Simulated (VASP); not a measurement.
Wanted: the native input for a VASP 6.6.1 run.

| Property | Result |
| --- | --- |
| Task | single point |
| Functional | PBE |
| Potentials or basis | VASP PAW PBE potentials, release 64 (Hf_pv, B) |
| Cutoff | 500 eV |
| k mesh | 11 × 11 × 11 |
| Occupations | fermi-dirac, width 0.05 eV |
| Spin | no spin polarisation |
| Dipole correction | no |
| Further INCAR settings | ALGO = Normal; EDIFF = 1e-06; NBANDS = 14 |

The structure of HfB lies in POSCAR:

```
HfB
1.0
    0.0000000000      2.3100000000      2.3100000000
    2.3100000000      0.0000000000      2.3100000000
    2.3100000000      2.3100000000      0.0000000000
Hf B
1 1
Direct
    0.4550000000      0.4550000000      0.5450000000
    0.0450000000      0.0450000000     -0.0450000000
```

This cell differs from its parent crystal: shortest bond scaled by 0.82.

The input as run:

INCAR

```
SYSTEM = HfB
ALGO = Normal ; EDIFF = 1E-6
ENCUT = 500 ; GGA = PE
GGA_COMPAT = .False. ; ISIF = 2
ISMEAR = -1 ; LASPH = .True.
LCHARG = .True. ; LELF = .True.
LREAL = .False. ; LVHAR = .True.
LWAVE = .False. ; NBANDS = 14
NELM = 120 ; PREC = Accurate
SIGMA = 0.05
```

KPOINTS

```
k-points
0
Gamma
  11 11 11
  0 0 0
```

Potentials or basis: VASP PAW PBE potentials, release 64 (Hf_pv, B).

Run with:

```bash
$ cat potpaw_PBE.64/Hf_pv/POTCAR potpaw_PBE.64/B/POTCAR > POTCAR
$ mpirun -np 1 vasp_std > vasp.out
```

It gave:

- Pressure: 44.1 GPa
- Largest force: 7.412 eV/Å

Caveat: the cell differs from its parent crystal (shortest bond scaled by 0.82); forces of over 1 eV/Å act on the atoms, so gaps and moduli don't describe the material at rest.

It took 15 s on 1 thread of AMD EPYC 9R45 (Zen 5), with other jobs on the host, peak memory 0.13 GiB.
